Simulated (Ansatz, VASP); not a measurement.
YSi6 in VASP and in Ansatz

```xyz
7
Lattice="2.8627 1.6528 4.1933 -2.8627 1.6528 4.1933 0.0000 -3.3055 4.1933" Properties=species:S:1:pos:R:3 pbc="T T T"
Y     0.0000    0.0000    6.2899
Si    0.0000   -1.4479    3.3337
Si    1.2539    0.7240    3.3337
Si   -1.2539    0.7240    3.3337
Si   -1.2539   -0.7240    9.2461
Si    0.0000    1.4479    9.2461
Si    1.2539   -0.7240    9.2461
```

Alike in both runs: functional PBE; k mesh 12 × 12 × 12; occupations gaussian, width 0.1 eV; no spin polarisation.

Ansatz relaxed the structure, and its values are those at the end. VASP's run is a single point on that final structure, the one shown.

```csv
,VASP,Ansatz
version,VASP 6.6.1,Ansatz 0.2.0
potentials or method,"VASP PAW PBE potentials, release 64 (Y_sv, Si), cutoff 520 eV","scalar-relativistic, plane waves, PAW"
valence electrons in the cell,35,35
```

Ansatz gave:

- gap on the k mesh at the Fermi level (eV): none
- pressure (GPa): 0.0
- rms of the force components (eV/Å): 0.001

Problem. What did VASP give for the same quantities?

Solution. gap on the k mesh at the Fermi level (eV): none; pressure (GPa): -0.1; rms of the force components (eV/Å): 0.003.

A gap of «none» marks a metal or a gap that the smearing closes. With one functional, cell and mesh, what is left measures potentials, basis and numerics.
